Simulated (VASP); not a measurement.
A run of VASP 6.6.1 is set up as follows.

INCAR

```
  ALGO = Normal
  EDIFF = 1E-6
  EDIFFG = -0.005
  ENCUT = 600
  GGA = CA
  IBRION = 2
  ISIF = 3
  ISMEAR = -1
  LASPH = True
  LCHARG = False
  LREAL = False
  LWAVE = False
  NELM = 100
  NSW = 60
  PREC = Accurate
  SIGMA = 0.08
```

Contents of KPOINTS:

```
k-points
0
Gamma
  17 17 17
```

The input POSCAR:

```
Rh
1.0
    2.4263349719      0.0000000000      0.0000000000
    0.0000000000      2.4263349719      0.0000000000
    0.0000000000      0.0000000000      2.4263349719
Rh
1
Direct
    0.0000000000      0.0000000000      0.0000000000
```

Potentials or basis: VASP PAW LDA potentials, release 64 (Rh_pv).

Command:

```console
$ cat potpaw_LDA.64/Rh_pv/POTCAR > POTCAR
$ mpirun -np 1 vasp_std > vasp.out
```

(1) Estimate the relaxed volume.

(2) Predict the space group after relaxing (to 0.05 Å).

(3) What does it give for the relaxed cell?

Results:

(1) 15.29 Å³/atom.

(2) Pm-3m (No. 221).

(3) a = 2.482 Å, b = 2.482 Å, c = 2.482 Å, α = 90.00°, β = 90.00°, γ = 90.00°.
